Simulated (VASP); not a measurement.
A run of VASP 6.6.1:

The input INCAR:

```
SYSTEM = BAs
  ALGO = Normal
  EDIFF = 1E-8
  ENCUT = 520
  GGA = CA
  IBRION = 8
  ISIF = 2
  ISMEAR = 0
  LASPH = .TRUE.
  LCHARG = .FALSE.
  LEPSILON = .TRUE.
  LREAL = .FALSE.
  LWAVE = .FALSE.
  NBANDS = 11
  NELM = 60
  NSW = 1
  PREC = Accurate
  SIGMA = 0.01
```

Contents of KPOINTS:

```
k-points
0
G
  8 8 8
  0 0 0
```

POSCAR

```
BAs
1.0
    0.0000000000      2.3663000000      2.3663000000
    2.3663000000      0.0000000000      2.3663000000
    2.3663000000      2.3663000000      0.0000000000
B As
1 1
Direct
    0.0000000000      0.0000000000      0.0000000000
    0.2500000000      0.2500000000      0.2500000000
```

Potentials or basis: VASP PAW LDA potentials, release 64 (B, As).

The run is started by

```console
$ cat potpaw_LDA.64/B/POTCAR potpaw_LDA.64/As/POTCAR > POTCAR
$ mpirun -np 1 vasp_std > vasp.out
```

Hardware: 1 thread of Intel(R) Xeon(R) Platinum 8488C (Sapphire Rapids) (shared host).

Estimate the wall time of this run.

It took 4.1 min on 1 thread of Intel(R) Xeon(R) Platinum 8488C (Sapphire Rapids) (shared host), peak memory 0.21 GiB. Counts: scf iterations 104, k points 29.
